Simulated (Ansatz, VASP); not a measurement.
Two plane-wave programs on InSb

The input POSCAR:

```
InSb
1.0
    0.0000000000      3.2391000000      3.2391000000
    3.4010550000      0.0000000000      3.2391000000
    3.4010550000      3.2391000000      0.0000000000
In Sb
1 1
Direct
    0.0000000000      0.0000000000      0.0000000000
    0.7500000000      0.7500000000      0.7500000000
```

Contents of INCAR.step1:

```
SYSTEM = InSb
ALGO     = Normal         ! electronic algorithm
EDIFF    = 1E-4           ! SCF threshold, eV
ENCUT    = 520            ! plane-wave cutoff, eV
GGA      = PE             ! functional
ISMEAR   = 0              ! smearing method
LASPH    = .True.         ! aspherical terms in the spheres
LCHARG   = .False.        ! write CHGCAR
LREAL    = .False.        ! projectors in reciprocal space
LWAVE    = .True.         ! write WAVECAR
NBANDS   = 16             ! bands
NELM     = 80             ! most SCF steps
PREC     = Accurate       ! precision mode
SIGMA    = 0.03           ! smearing width, eV
```

INCAR.step2

```
SYSTEM = InSb
ALGO     = Normal         ! electronic algorithm
EDIFF    = 1E-7           ! SCF threshold, eV
ENCUT    = 520            ! plane-wave cutoff, eV
ISIF     = 2              ! what is computed and relaxed
ISMEAR   = 0              ! smearing method
ISTART   = 1            
LASPH    = .True.         ! aspherical terms in the spheres
LCHARG   = .False.        ! write CHGCAR
LMIXTAU  = .True.       
LREAL    = .False.        ! projectors in reciprocal space
LWAVE    = .False.        ! write WAVECAR
METAGGA  = R2SCAN         ! meta-GGA
NBANDS   = 16             ! bands
NELM     = 80             ! most SCF steps
PREC     = Accurate       ! precision mode
SIGMA    = 0.03           ! smearing width, eV
```

File KPOINTS:

```
k-points
0
Gamma
  10 10 10
  0 0 0
```

Input for Ansatz:

```yaml
crystal:
  lattice:
    - [0.0, 3.2391, 3.2391]
    - [3.401055, 0.0, 3.2391]
    - [3.401055, 3.2391, 0.0]
  atoms:
    - { symbol: In, position: [0.0, 0.0, 0.0] }
    - { symbol: Sb, position: [0.75, 0.75, 0.75] }
basis:
  ecutwfc: 500
kpoints:
  mp_grid: { grid: [10, 10, 10] }
hamiltonian:
  xc: r2scan
scf:
  occupations: { method: gaussian, width: 0.03 }
output:
  forces: true
  stress: true
  eigenvalues: true
  write_density: true
  write_potential: true
  elf: true
  volumetric_format: npy
```

Change from the starting cell: strain +0.0500 x Voigt [1, 0, 0, 0, 0, 0], atoms carried along.

Alike in both runs: task single point; functional r2SCAN; k mesh 10 × 10 × 10; occupations gaussian, width 0.03 eV; no spin polarisation.

```csv
,VASP,Ansatz
version,VASP 6.6.1,Ansatz 0.2.0
potentials or method,"VASP PAW PBE potentials, release 64 (In_d, Sb), cutoff 520 eV","scalar-relativistic, plane waves, PAW"
valence electrons in the cell,18,28
```

```tsv
	VASP	Ansatz	Ansatz less VASP
gap on the k mesh at the Fermi level (eV)	none	none	-
pressure (GPa)	-0.6	-0.6	0.00
traceless stress, the component that is largest in VASP (GPa)	-1.07	-1.07	+0.002
```

VASP's potentials were made for PBE, not for r2SCAN. A gap of «none» marks a metal or a gap that the smearing closes. VASP's potentials hold 18 valence electrons a cell and Ansatz's 28, so a difference there can come from the potentials and not from the codes.

Spin-orbit coupling is off throughout.
